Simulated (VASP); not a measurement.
NaAg2I3, 6 atoms in the cell. The structure is trigonal, space group R-3m (No. 166). The conventional cell has a = 9.138 Å, b = 9.138 Å, c = 13.244 Å, α = 90.00°, β = 90.00°, γ = 120.00°. Na (site symmetry -3m) has 2 Ag at 3.11 Å and 6 I at 3.44 Å within 4.1 Å. Within 3.7 Å of Ag (site symmetry 3m) lie 3 I at 2.79 Å and 1 Na at 3.11 Å. Within 3.7 Å of I (site symmetry 2/m) lie 2 Ag at 2.79 Å and 2 Na at 3.44 Å. The cell was built from a structure type or drawn by symmetry, and may not be a known phase.

* Program: VASP 6.6.1
* Task: single point
* Functional: PBE
* Potentials or basis: VASP PAW PBE potentials, release 64 (Na_pv, Ag, I)
* Cutoff: 520 eV
* k mesh: 6 × 6 × 6
* Occupations: gaussian, width 0.1 eV
* Spin: no spin polarisation
* Dipole correction: no
* Further INCAR settings: ALGO = Normal; EDIFF = 1e-06; NBANDS = 34

Potentials or basis: VASP PAW PBE potentials, release 64 (Na_pv, Ag, I).

Launch:

```bash
$ cat potpaw_PBE.64/Na_pv/POTCAR potpaw_PBE.64/Ag/POTCAR potpaw_PBE.64/I/POTCAR > POTCAR
$ mpirun -np 1 vasp_std > vasp.out
```

Hardware: 1 thread of Intel(R) Xeon(R) 6975P-C (Granite Rapids), on a shared host.

Question: How long does it take, and how much memory?

Answer: Wall time 3.2 min on 1 thread of Intel(R) Xeon(R) 6975P-C (Granite Rapids), with other jobs on the host, peak memory 0.59 GiB. Counts: scf iterations 16, k points 32.
